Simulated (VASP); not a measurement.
Runs of VASP 6.6.1 on Ag. The typed cell holds 1 atom: a = 2.819 Å, b = 2.883 Å, c = 2.861 Å, α = 109.89°, β = 107.88°, γ = 109.47°. 

```tsv
level	potentials or basis	k mesh	gap on the mesh (eV)	pressure (GPa)
r2SCAN	VASP PAW PBE potentials, release 64 (Ag)	6 × 6 × 6	none	-3.0
PBEsol	VASP PAW PBE potentials, release 64 (Ag)	6 × 6 × 6	none	-7.0
r2SCAN	VASP PAW PBE potentials, release 64 (Ag)	11 × 11 × 11	none	(a)
LDA	VASP PAW LDA potentials, release 64 (Ag)	6 × 6 × 6	none	-11.0
```

Alike in all rows: task single point; no spin polarisation; cell as given; cutoff (eV) 520; smearing fermi-dirac 0.05 eV.

Fill in the values left out.

(a) -3.5.

Caveats: some runs use coarse meshes; the PAW data sets were made with another functional, which shifts forces and pressure a little (at least some runs); the cell stands under tension (at least some runs).

A k mesh can miss the band edges, and the runs leave out spin-orbit coupling on Ag.

A gap of «none» marks levels without a gap at the run's occupations.
